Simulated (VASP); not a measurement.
# SnO2 (P6_3/mmc) in VASP: a series of runs

SnO2 is run at these levels: PBE+D3(BJ); tasks: single point.

All numbers are computed with VASP 6.6.1; they aren't measurements. Logs are shortened: lines on timing, memory, paths and dates and some standing lists are left out, and cuts for length are marked.

### 1 The cell of the first run

Symmetry: P6_3/mmc, No. 194, hexagonal system. The conventional cell has a = 3.231 Å, b = 3.231 Å, c = 10.791 Å, α = 90.00°, β = 90.00°, γ = 120.00°. Within 2.8 Å of Sn (site symmetry -3m) lie 6 O at 2.12 Å. O (site symmetry 3m) has 3 Sn at 2.12 Å and 3 O at 2.76 Å within 2.8 Å.

### 2 Single point, PBE+D3(BJ)

File INCAR:

```
  PREC = Accurate
  ENCUT = 520
  EDIFF = 1E-7
  ISMEAR = 0
  SIGMA = 0.1
  LREAL = F
  LASPH = T
  NELM = 100
  ALGO = Normal
  ISIF = 2
  LWAVE = F
  LCHARG = F
  GGA = PE
  IVDW = 12
  NBANDS = 35
```

File KPOINTS:

```
Automatic mesh
0
Gamma
  6 6 2
```

File POSCAR:

```
SnO2
1.0
    3.2305756168      0.0000000000      0.0000000000
   -1.6152878084      2.7977605530      0.0000000000
    0.0000000000      0.0000000000     10.7905620000
Sn O
2 4
Direct
    0.0000000000      0.0000000000      0.5000000000
    0.0000000000      0.0000000000      0.0000000000
    0.6666666700      0.3333333300      0.4058620000
    0.6666666700      0.3333333300      0.0941380000
    0.3333333300      0.6666666700      0.5941380000
    0.3333333300      0.6666666700      0.9058620000
```

Potentials or basis: VASP PAW PBE potentials, release 64 (Sn_d, O).

The run is started by

```
$ cat potpaw_PBE.64/Sn_d/POTCAR potpaw_PBE.64/O/POTCAR > POTCAR
$ mpirun -np 1 vasp_std > vasp.out
```

OUTCAR:

```text
PREC = Accurate
   ENCUT = 520
   EDIFF = 1E-7
   ISMEAR = 0
   LREAL = F
   LASPH = T
   NELM = 100
   ISIF = 2
   GGA = PE
   IVDW = 12
 IVDW          = 12

 ion  position               nearest neighbor table
   1  0.000  0.000  0.500-   3 2.12   5 2.12   3 2.12   5 2.12   3 2.12   5 2.12
   2  0.000  0.000  0.000-   4 2.12   6 2.12   4 2.12   6 2.12   4 2.12   6 2.12
   3  0.667  0.333  0.406-   1 2.12   1 2.12   1 2.12
   4  0.667  0.333  0.094-   2 2.12   2 2.12   2 2.12
   5  0.333  0.667  0.594-   1 2.12   1 2.12   1 2.12
   6  0.333  0.667  0.906-   2 2.12   2 2.12   2 2.12

  LATTYP: Found a hexagonal cell.
 ALAT       =     3.2305756168
 C/A-ratio  =     3.3401360253

  Lattice vectors:

 A1 = (   3.2305756168,   0.0000000000,   0.0000000000)
 A2 = (  -1.6152878084,   2.7977605530,   0.0000000000)
 A3 = (   0.0000000000,   0.0000000000,  10.7905620000)

Analysis of symmetry for initial positions (statically):
=====================================================================
 Subroutine PRICEL returns:
 Original cell was already a primitive cell.

 Routine SETGRP: Setting up the symmetry group for a
 hexagonal supercell.

 Subroutine GETGRP returns: Found 24 space group operations
 (whereof 12 operations were pure point group operations)
 out of a pool of 24 trial point group operations.

The static configuration has the point symmetry D_3d.
 The point group associated with its full space group is D_6h.

Analysis of symmetry for dynamics (positions and initial velocities):
=====================================================================
 Subroutine PRICEL returns:
 Original cell was already a primitive cell.

 Routine SETGRP: Setting up the symmetry group for a
 hexagonal supercell.

 Subroutine GETGRP returns: Found 24 space group operations
 (whereof 12 operations were pure point group operations)
 out of a pool of 24 trial point group operations.

The dynamic configuration has the point symmetry D_3d.
 The point group associated with its full space group is D_6h.

 Subroutine INISYM returns: Found 24 space group operations
 (whereof 12 operations are pure point group operations),
 and found     1 'primitive' translations

----------------------------------------------------------------------------------------

                                     Primitive cell

  volume of cell :      97.5292

  direct lattice vectors                    reciprocal lattice vectors
     3.230575617  0.000000000  0.000000000     0.309542360  0.178714365  0.000000000
    -1.615287808  2.797760553  0.000000000     0.000000000  0.357428730  0.000000000
     0.000000000  0.000000000 10.790562000     0.000000000  0.000000000  0.092673579
[... 87 lines left out ...]
   ISIF   =      2    stress and relaxation
   ISYM   =      2    0-nonsym 1-usesym 2-fastsym
   POTIM  = 0.5000    time-step for ionic-motion
   TEBEG  =    0.0;   TEEND  =   0.0 temperature during run
   PSTRESS=    0.0 pullay stress
   NELECT =      52.0000    total number of electrons
   NUPDOWN=      -1.0000    fix difference up-down
   EMIN   =  10.00;   EMAX   =-10.00  energy-range for DOS
   EFERMI =   0.00;   METHOD = LEGACY
   ISMEAR =     0;   SIGMA  =   0.10  broadening in eV -4-tet -1-fermi 0-gaus
   EFERMI_NEDOS =   21; number of points for ismear=-14 and -15
   IALGO  =     38    algorithm
   IMIX   =      4    mixing-type and parameters
     AMIX     =   0.40;   BMIX     =  1.00
     AMIX_MAG =   1.60;   BMIX_MAG =  1.00
  volume/ion in A,a.u.               =      16.25       109.69
  Fermi-wavevector in a.u.,A,eV,Ry     =   1.327490  2.508591 23.976574  1.762228
  Thomas-Fermi vector in A             =   2.456798
   LORBIT       =      0    0 simple, 1 ext, 2 COOP (PROOUT), +10 PAW based schemes
   GGA     = PE    functional components
   LHFCALC =     F    Hartree Fock is set to
   AEXX    =    0.0000 exact exchange contribution
   IVDW    =    12    specifies the selected vdW correction
   LEPSILON=     F    determine dielectric tensor
   LRPA    =     F    only Hartree local field effects (RPA)
 non-spin polarized calculation
 Gauss-broadening in eV      SIGMA  =   0.10
  energy-cutoff  :      520.00
  volume of cell :       97.53
 maximum number of plane-waves:      2670
   NGX = 13   NGY = 13   NGZ = 41

 number of electron      51.9999995 magnetization

 Free energy of the ion-electron system (eV)
  ---------------------------------------------------
  ext. energy  EPLUGINS =         0.00000000
  ---------------------------------------------------
  free energy    TOTEN  =       -36.34685277 eV

  energy without entropy =      -36.34685277  energy(sigma->0) =      -36.34685277

 E-fermi :   2.5926     XC(G=0):  -9.1890

 val. band max:        2.0754561111   @ k =   0.3333   0.1667   0.0000
 cond. band min:       4.1820496499   @ k =   0.0000   0.0000   0.0000
 fundamental gap:      2.1065935388
 Fermi energy:         2.5925711939

 k-point     1 :       0.0000    0.0000    0.0000
  band No.  band energies     occupation
      1     -17.9425      2.00000
      2     -17.9419      2.00000
      3     -17.7290      2.00000
      4     -17.7290      2.00000
      5     -17.7290      2.00000
      6     -17.7290      2.00000
[... 521 lines left out ...]
     34      12.2645      0.00000
     35      14.1140      0.00000

------------------------ aborting loop because EDIFF is reached ----------------------------------------

 Edisp (eV)   -0.93127

 E8    (eV) :    -0.3640

  FORCE on cell =-STRESS in cart. coord.  units (eV):
  Direction    XX          YY          ZZ          XY          YZ          ZX
  --------------------------------------------------------------------------------------
  -------------------------------------------------------------------------------------
  Total      -0.99958    -0.99958    -0.71183     0.00000    -0.00000     0.00000
  in kB     -16.42085   -16.42085   -11.69365     0.00000    -0.00000     0.00000
  external pressure =      -14.85 kB  Pullay stress =        0.00 kB

 VOLUME and BASIS-vectors are now :
 -----------------------------------------------------------------------------
  energy-cutoff  :      520.00
  volume of cell :       97.53
      direct lattice vectors                 reciprocal lattice vectors
     3.230575617  0.000000000  0.000000000     0.309542360  0.178714365  0.000000000
    -1.615287808  2.797760553  0.000000000     0.000000000  0.357428730  0.000000000
     0.000000000  0.000000000 10.790562000     0.000000000  0.000000000  0.092673579

 POSITION                                       TOTAL-FORCE (eV/Angst)
 -----------------------------------------------------------------------------------
      0.00000      0.00000      5.39528         0.000000      0.000000      0.000000
      0.00000      0.00000      0.00000         0.000000      0.000000      0.000000
      1.61529      0.93259      4.37948         0.000000     -0.000000      0.044265
      1.61529      0.93259      1.01580         0.000000     -0.000000     -0.044265
     -0.00000      1.86517      6.41108        -0.000000      0.000000     -0.044265
     -0.00000      1.86517      9.77476        -0.000000      0.000000      0.044265
 -----------------------------------------------------------------------------------
    total drift:                               -0.000000     -0.000000      0.000000

  FREE ENERGIE OF THE ION-ELECTRON SYSTEM (eV)
  ---------------------------------------------------
  free  energy   TOTEN  =       -37.2781219788 eV

  energy  without entropy=      -37.2781219788  energy(sigma->0) =      -37.27812198
```

Run time: 60 s. Hardware: 1 thread of Intel Xeon Platinum 8375C at 2.90GHz (Ice Lake), shared host; peak memory 0.21 GiB.

Results:

```
Free energy                : -37.2781 eV
Pressure                   : -1.5 GPa
Largest force              : 0.044 eV/Å
Band gap on the k mesh     : 2.11 eV (least direct gap 2.48 eV)
Dispersion energy per atom : -0.155 eV
```

Forces on the atoms (eV/Å):
```
Sn   0.000  0.000  0.000
Sn   0.000  0.000  0.000
O    0.000  0.000  0.044
O    0.000  0.000 -0.044
O    0.000  0.000 -0.044
O    0.000  0.000  0.044
```

Caveat: spin-orbit coupling is left out, which moves the levels of the heavy elements. A k mesh can miss the band edges.

### 3 Single point, PBE+D3(BJ)

This run uses another cell than the first one, of 15.40 Å³/atom.

File INCAR:

```
PREC     = Accurate       # precision mode
ENCUT    = 520            # plane-wave cutoff, eV
EDIFF    = 1E-6           # SCF threshold, eV
ISMEAR   = 0              # smearing method
SIGMA    = 0.02           # smearing width, eV
LREAL    = False          # projectors in reciprocal space
LASPH    = True           # aspherical terms in the spheres
NELM     = 100            # most SCF steps
ALGO     = Normal         # electronic algorithm
ISIF     = 2              # what is computed and relaxed
LWAVE    = False          # write WAVECAR
LCHARG   = True           # write CHGCAR
GGA      = PE             # functional
IVDW     = 12             # dispersion correction
LELF     = True           # ELF
LVHAR    = True         
NBANDS   = 35             # bands
```

File KPOINTS:

```
Automatic mesh
0
Gamma
  12 12 4
```

File POSCAR:

```
SnO2
1.0
    3.2115702651      0.0000000000      0.0000000000
   -1.6057851326      2.7813014357      0.0000000000
    0.0000000000      0.0000000000     10.3427560363
Sn O
2 4
Direct
    0.0000000000      0.0000000000      0.5000000000
    0.0000000000      0.0000000000      0.0000000000
    0.6666666667      0.3333333333      0.4018666787
    0.6666666667      0.3333333333      0.0981333213
    0.3333333333      0.6666666667      0.5981333213
    0.3333333333      0.6666666667      0.9018666787
```

Potentials or basis: VASP PAW PBE potentials, release 64 (Sn_d, O).

The run is started by

```
$ cat potpaw_PBE.64/Sn_d/POTCAR potpaw_PBE.64/O/POTCAR > POTCAR
$ mpirun -np 1 vasp_std > vasp.out
```

Wall time 4.8 min (1 thread of Intel Xeon Platinum 8375C at 2.90GHz (Ice Lake), shared host); peak memory 0.28 GiB.

The run converged. Its results:

| Quantity | Value |
| --- | --- |
| Free energy | -37.2918 eV |
| Pressure | 0.5 GPa |
| Largest force | 0.051 eV/Å |
| Band gap on the k mesh | 2.06 eV (least direct gap 2.43 eV) |
| Dispersion energy per atom | -0.164 eV |

Forces in eV/Å, atoms in the order of the input:
```
Sn   0.000  0.000  0.000
Sn   0.000  0.000  0.000
O    0.000  0.000 -0.051
O    0.000  0.000  0.051
O    0.000  0.000  0.051
O    0.000  0.000 -0.051
```

Stress tensor (GPa, compression positive):
```
0.68 0.00 0.00
0.00 0.68 0.00
0.00 0.00 0.17
```

Levels at points of the mesh, in eV from the valence-band top:
```tsv
k point	band 24	band 25	band 26	band 27	band 28	band 29
(0.00, 0.00, 0.00)	-0.92	-0.92	-0.37	2.06	2.94	5.39
(0.50, 0.00, 0.00)	-0.61	-0.57	-0.08	5.15	5.33	6.90
(0.00, 0.00, 0.50)	-0.94	-0.80	-0.80	2.52	2.52	5.62
(0.50, 0.00, 0.50)	-0.60	-0.31	-0.31	5.23	5.23	7.24
```

Caveat: spin-orbit coupling is left out, which moves the levels of the heavy elements.

### 4 Single point, PBE+D3(BJ)

This run uses another cell than the first one, of 15.40 Å³/atom.

File INCAR:

```
  ALGO = Normal
  EDIFF = 1E-6
  ENCUT = 520
  GGA = PE
  ISIF = 2
  ISMEAR = 0
  IVDW = 12
  LASPH = T
  LCHARG = F
  LREAL = F
  LWAVE = F
  NBANDS = 35
  NELM = 100
  PREC = Accurate
  SIGMA = 0.05
```

File KPOINTS:

```
k-points
0
Gamma
  12 12 4
```

POSCAR is that of step 3.

The run is started by

```
$ cat potpaw_PBE.64/Sn_d/POTCAR potpaw_PBE.64/O/POTCAR > POTCAR
$ mpirun -np 1 vasp_std > vasp.out
```

Wall time 4.3 min (1 thread of Intel Xeon Platinum 8375C at 2.90GHz (Ice Lake), shared host); peak memory 0.28 GiB.

Results (log left out):

```yaml
Free_energy: -37.2918 eV
Pressure: 0.5 GPa
Largest_force: 0.051 eV/Å
Band_gap_on_the_k_mesh: 2.06 eV (least direct gap 2.43 eV)
Dispersion_energy_per_atom: -0.164 eV
```

Forces on the atoms (eV/Å):
```
Sn   0.000  0.000  0.000
Sn   0.000  0.000  0.000
O    0.000  0.000 -0.051
O    0.000  0.000  0.051
O    0.000  0.000  0.051
O    0.000  0.000 -0.051
```

Stress tensor (GPa, compression positive):
```
0.68 0.00 0.00
0.00 0.68 0.00
0.00 0.00 0.17
```

Levels at points of the mesh, in eV from the valence-band top:
```
           k point  band 23  band 24  band 25  band 26  band 27  band 28  band 29  band 30
(0.00, 0.00, 0.00)    -0.96    -0.92    -0.92    -0.37     2.06     2.94     5.39     5.83
(0.50, 0.00, 0.00)    -0.64    -0.61    -0.57    -0.08     5.15     5.33     6.90     7.63
(0.00, 0.00, 0.50)    -0.94    -0.94    -0.80    -0.80     2.52     2.52     5.62     5.62
(0.50, 0.00, 0.50)    -0.60    -0.60    -0.31    -0.31     5.23     5.23     7.24     7.24
```

Caveat: spin-orbit coupling is left out, which moves the levels of the heavy elements. A k mesh can miss the band edges.

### 5 Summary

```tsv
cell	k mesh	smearing	gap on the mesh (eV)	pressure (GPa)	largest force (eV/Å)
a = 3.231, b = 3.231, c = 10.791 Å, angles 90.0, 90.0, 120.0°, 6 atoms, atomic positions A	6 × 6 × 2	gaussian 0.1 eV	2.11	-1.5	0.04
a = 3.212, b = 3.212, c = 10.343 Å, angles 90.0, 90.0, 120.0°, 6 atoms, atomic positions B	12 × 12 × 4	gaussian 0.02 eV	2.06	0.5	0.05
a = 3.212, b = 3.212, c = 10.343 Å, angles 90.0, 90.0, 120.0°, 6 atoms, atomic positions B	12 × 12 × 4	gaussian 0.05 eV	2.06	0.5	0.05
```

Alike in all rows: task single point; level PBE+D3(BJ); potentials or basis VASP PAW PBE potentials, release 64 (Sn_d, O); no spin polarisation; cutoff (eV) 520.

Caveats: spin-orbit coupling is left out, which moves the levels of the heavy elements.

Total energies depend on the potentials used, so only differences within one code and one set of settings carry meaning.
